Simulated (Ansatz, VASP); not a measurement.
## One calculation of Ni, two programs

```
Ni
1.0
     1.87380   -3.17574    0.00000
     1.87380    3.17574    0.00000
     0.00000    0.00000    3.75258
Ni
4
Direct
  0.15250 0.84750 0.07850
  0.65250 0.34750 0.42150
  0.84750 0.15250 0.92150
  0.34750 0.65250 0.57850
```

Alike in both runs: task relaxation of cell and atoms; functional PBE; k mesh 6 × 6 × 4; occupations gaussian, width 0.1 eV; collinear spin.

```csv
,VASP,Ansatz
version,VASP 6.6.1,Ansatz 0.2.0
potentials or method,"VASP PAW PBE potentials, release 64 (Ni), cutoff 600 eV","scalar-relativistic, plane waves, PAW"
valence electrons in the cell,40,72
```

```csv
,VASP,Ansatz,Ansatz less VASP
"gap on the k mesh at the Fermi level, each at its own relaxed structure (eV)",none,none,-
net moment per atom (μB),0.66,0.71,+0.051
size of the moment on the site where the two differ most (μB),0.67,0.75,+0.078
relaxed volume (Å³/atom),11.92,11.97,+0.052
relaxed length of the cell vector where the two differ most in proportion (Å),3.600,3.366,-0.2341
```

Site moments also hang on the region over which each program counts them. A gap of «none» marks a metal or a gap that the smearing closes. One of these differences is far larger than is usual between the two programs; its cause wasn't traced. VASP's potentials hold 40 valence electrons a cell and Ansatz's 72, so a difference there can come from the potentials and not from the codes.

The k mesh is coarse, so the values compare programs but aren't converged.
